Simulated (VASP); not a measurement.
# Se (Cmmm) in VASP: single point with PBE

Aim: the single point of Se with PBE.

All numbers are computed with VASP 6.6.1; they aren't measurements. Logs are shortened: lines on timing, memory, paths and dates and some standing lists are left out, and cuts for length are marked.

## Step 1: The cell of the first run

The structure is orthorhombic, space group Cmmm (No. 65). The conventional cell has a = 5.768 Å, b = 5.997 Å, c = 2.996 Å, α = 90.00°, β = 90.00°, γ = 90.00°. Se (site symmetry m2m) has 6 Se at 2.55 to 3.45 Å within 3.5 Å.

The cell was built from a structure type or drawn by symmetry, and may not be a known phase.

## Step 2: Single point, PBE

INCAR reads:

```
SYSTEM = Se
ALGO = Normal
EDIFF = 1E-6
ENCUT = 520
GGA = PE
ISIF = 2
ISMEAR = 0
LASPH = .True.
LCHARG = .False.
LREAL = .False.
LWAVE = .False.
NBANDS = 13
NELM = 80
PREC = Accurate
SIGMA = 0.1
```

KPOINTS reads:

```
k-points
0
Gamma
  4 4 6
  0 0 0
```

POSCAR reads:

```
Se
1.0
    2.8840368000     -2.9985759600      0.0000000000
    2.8840368000      2.9985759600      0.0000000000
    0.0000000000      0.0000000000      2.9963651900
Se
2
Direct
    0.7872381600      0.2127618400      0.5000000000
    0.2127618400      0.7872381600      0.5000000000
```

Potentials or basis: VASP PAW PBE potentials, release 64 (Se).

The run is started by

```sh
$ cat potpaw_PBE.64/Se/POTCAR > POTCAR
$ mpirun -np 1 vasp_std > vasp.out
```

OUTCAR:

```text
SYSTEM = Se
   EDIFF = 1E-6
   ENCUT = 520
   GGA = PE
   ISIF = 2
   ISMEAR = 0
   LASPH = .True.
   LREAL = .False.
   NELM = 80
   PREC = Accurate

 ion  position               nearest neighbor table
   1  0.787  0.213  0.500-   2 2.55
   2  0.213  0.787  0.500-   1 2.55

  LATTYP: Found a base centered orthorhombic cell.
 ALAT       =     5.7680736000
 B/A-ratio  =     1.0397148747
 C/A-ratio  =     0.5194741603

  Lattice vectors:

 A1 = (   2.8840368000,  -2.9985759600,   0.0000000000)
 A2 = (   2.8840368000,   2.9985759600,   0.0000000000)
 A3 = (   0.0000000000,   0.0000000000,   2.9963651900)

Analysis of symmetry for initial positions (statically):
=====================================================================
 Subroutine PRICEL returns:
 Original cell was already a primitive cell.

 Routine SETGRP: Setting up the symmetry group for a
 base centered orthorhombic supercell.

 Subroutine GETGRP returns: Found  8 space group operations
 (whereof  8 operations were pure point group operations)
 out of a pool of  8 trial point group operations.

The static configuration has the point symmetry D_2h.

Analysis of symmetry for dynamics (positions and initial velocities):
=====================================================================
 Subroutine PRICEL returns:
 Original cell was already a primitive cell.

 Routine SETGRP: Setting up the symmetry group for a
 base centered orthorhombic supercell.

 Subroutine GETGRP returns: Found  8 space group operations
 (whereof  8 operations were pure point group operations)
 out of a pool of  8 trial point group operations.

The dynamic configuration has the point symmetry D_2h.

 Subroutine INISYM returns: Found  8 space group operations
 (whereof  8 operations are pure point group operations),
 and found     1 'primitive' translations

----------------------------------------------------------------------------------------

                                     Primitive cell

  volume of cell :      51.8252

  direct lattice vectors                    reciprocal lattice vectors
     2.884036800 -2.998575960  0.000000000     0.173368107 -0.166745818  0.000000000
     2.884036800  2.998575960  0.000000000     0.173368107  0.166745818  0.000000000
     0.000000000  0.000000000  2.996365190     0.000000000  0.000000000  0.333737691

  length of vectors
     4.160423783  4.160423783  2.996365190     0.240542446  0.240542446  0.333737691

  position of ions in fractional coordinates (direct lattice)
     0.787238160  0.212761840  0.500000000
     0.212761840  0.787238160  0.500000000

  ion indices of the primitive-cell ions
   primitive index   ion index
[... 87 lines left out ...]
   EMIN   =  10.00;   EMAX   =-10.00  energy-range for DOS
   EFERMI =   0.00;   METHOD = LEGACY
   ISMEAR =     0;   SIGMA  =   0.10  broadening in eV -4-tet -1-fermi 0-gaus
   EFERMI_NEDOS =   21; number of points for ismear=-14 and -15
   IALGO  =     38    algorithm
   IMIX   =      4    mixing-type and parameters
     AMIX     =   0.40;   BMIX     =  1.00
     AMIX_MAG =   1.60;   BMIX_MAG =  1.00
  volume/ion in A,a.u.               =      25.91       174.87
  Fermi-wavevector in a.u.,A,eV,Ry     =   1.005283  1.899710 13.749968  1.010594
  Thomas-Fermi vector in A             =   2.137953
   LORBIT       =      0    0 simple, 1 ext, 2 COOP (PROOUT), +10 PAW based schemes
   GGA     = PE    functional components
   LHFCALC =     F    Hartree Fock is set to
   AEXX    =    0.0000 exact exchange contribution
   IVDW    =     0    specifies the selected vdW correction
   LEPSILON=     F    determine dielectric tensor
   LRPA    =     F    only Hartree local field effects (RPA)
 non-spin polarized calculation
 Gauss-broadening in eV      SIGMA  =   0.10
  energy-cutoff  :      520.00
  volume of cell :       51.83
 maximum number of plane-waves:      1415
 NGX is ok and might be reduce to    32
   NGX = 15   NGY = 15   NGZ = 11

 number of electron      11.9999997 magnetization

 Free energy of the ion-electron system (eV)
  ---------------------------------------------------
  ext. energy  EPLUGINS =         0.00000000
  ---------------------------------------------------
  free energy    TOTEN  =        -6.36579090 eV

  energy without entropy =       -6.35340608  energy(sigma->0) =       -6.35959849

 E-fermi :   3.5459     XC(G=0):  -9.2482

 val. band max:        3.5379059636   @ k =   0.5000   0.0000   0.1667
 cond. band min:       3.5524569437   @ k =   0.5000   0.0000   0.3333
 fundamental gap:      0.0145509801
 Fermi energy:         3.5458560878

 k-point     1 :       0.0000    0.0000    0.0000
  band No.  band energies     occupation
      1     -12.0915      2.00000
      2      -8.2399      2.00000
      3      -1.3443      2.00000
      4      -0.9783      2.00000
      5       3.4897      1.57302
      6       3.9066      0.00000
      7       4.6407      0.00000
      8       6.5025      0.00000
      9       8.2508      0.00000
     10      10.0379      0.00000
     11      10.8087      0.00000
     12      11.8179      0.00000
     13      15.8837      0.00000
[... 354 lines left out ...]
  band No.  band energies     occupation
      1      -9.8291      2.00000
      2      -8.2420      2.00000
      3      -1.7379      2.00000
      4      -0.5861      2.00000
      5       0.4736      2.00000
      6       1.6397      2.00000
      7       2.9385      2.00000
      8       3.9990      0.00000
      9       9.5331      0.00000
     10      10.4464      0.00000
     11      11.3878      0.00000
     12      12.5296      0.00000
     13      14.2006      0.00000

 [... further k-points ...]

------------------------ aborting loop because EDIFF is reached ----------------------------------------

  FORCE on cell =-STRESS in cart. coord.  units (eV):
  Direction    XX          YY          ZZ          XY          YZ          ZX
  --------------------------------------------------------------------------------------
  -------------------------------------------------------------------------------------
  Total       -0.4429042     -2.0040437     -0.3801756      0.0000000      0.0000000      0.0000000
  in kB      -13.6924058    -61.9551162    -11.7531494      0.0000000      0.0000000      0.0000000
  external PRESSURE =     -29.1335572 kB  Pullay stress =       0.0000000 kB

 VOLUME and BASIS-vectors are now :
 -----------------------------------------------------------------------------
  energy-cutoff  :      520.00
  volume of cell :       51.83
      direct lattice vectors                 reciprocal lattice vectors
     2.884036800 -2.998575960  0.000000000     0.173368107 -0.166745818  0.000000000
     2.884036800  2.998575960  0.000000000     0.173368107  0.166745818  0.000000000
     0.000000000  0.000000000  2.996365190     0.000000000  0.000000000  0.333737691

 POSITION                                       TOTAL-FORCE (eV/Angst)
 -----------------------------------------------------------------------------------
      2.88404     -1.72261      1.49818         0.000000      0.068751      0.000000
      2.88404      1.72261      1.49818         0.000000     -0.068751     -0.000000
 -----------------------------------------------------------------------------------
    total drift:                                0.000000      0.000000      0.000000

  FREE ENERGIE OF THE ION-ELECTRON SYSTEM (eV)
  ---------------------------------------------------
  free  energy   TOTEN  =        -6.3657908971 eV

  energy  without entropy=       -6.3534060775  energy(sigma->0) =       -6.35959849
```

OSZICAR:

```text
N       E                     dE             d eps       ncg     rms          rms(c)
DAV:   1     0.508065455137E+02    0.50807E+02   -0.49688E+03   728   0.769E+02
DAV:   2    -0.332035225407E+01   -0.54127E+02   -0.51086E+02   974   0.129E+02
DAV:   3    -0.636222353842E+01   -0.30419E+01   -0.30116E+01   898   0.336E+01
DAV:   4    -0.638146362755E+01   -0.19240E-01   -0.19237E-01   903   0.320E+00
DAV:   5    -0.638156545576E+01   -0.10183E-03   -0.10183E-03   883   0.236E-01    0.459E+00
DAV:   6    -0.636803400427E+01    0.13531E-01   -0.10233E-02   878   0.612E-01    0.275E+00
DAV:   7    -0.636621380602E+01    0.18202E-02   -0.16858E-02   918   0.796E-01    0.173E-01
DAV:   8    -0.636587310132E+01    0.34070E-03   -0.28019E-03   823   0.299E-01    0.102E-01
DAV:   9    -0.636577896089E+01    0.94140E-04   -0.17567E-04   873   0.825E-02    0.259E-02
DAV:  10    -0.636579076752E+01   -0.11807E-04   -0.23968E-05   863   0.312E-02    0.469E-03
DAV:  11    -0.636579089714E+01   -0.12962E-06   -0.23747E-06   875   0.966E-03
   1 F= -.63657909E+01 E0= -.63595985E+01  d E =-.123848E-01
```

Wall time 20 s (1 thread of Intel Xeon 8259CL, shared host); peak memory 0.16 GiB.

What came out:

* Free energy: -6.3658 eV
* Pressure: -2.9 GPa
* Largest force: 0.069 eV/Å
* Band gap on the k mesh: zero (bands 6 and 7 overlap by 2.83 eV)

Forces in eV/Å, atoms in the order of the input:
```
Se   0.000  0.069  0.000
Se   0.000 -0.069  0.000
```

Stress tensor (GPa, compression positive):
```
-1.37  0.00  0.00
 0.00 -6.20  0.00
 0.00  0.00 -1.18
```

Levels at points of the mesh, in eV from the Fermi level:
| k point | band 4 | band 5 | band 6 | band 7 | band 8 | band 9 |
| --- | --- | --- | --- | --- | --- | --- |
| (0.00, 0.00, 0.00) | -4.52 | -0.06 | 0.36 | 1.09 | 2.96 | 4.70 |
| (0.50, 0.00, 0.00) | -3.29 | -1.92 | -0.98 | 1.03 | 2.10 | 7.76 |
| (0.50, 0.50, 0.00) | -6.09 | 1.50 | 1.82 | 2.37 | 2.38 | 7.98 |
| (0.00, 0.00, 0.50) | -3.66 | -3.24 | -2.76 | 1.17 | 2.17 | 5.97 |
| (0.50, 0.00, 0.50) | -4.13 | -3.07 | -1.91 | -0.61 | 0.45 | 5.99 |
| (0.50, 0.50, 0.50) | -4.63 | -4.61 | -4.34 | 3.26 | 3.34 | 3.41 |

Caveat: the k points lie up to 0.38 Å⁻¹ apart, too coarse for converged energies and pressures of a metal.
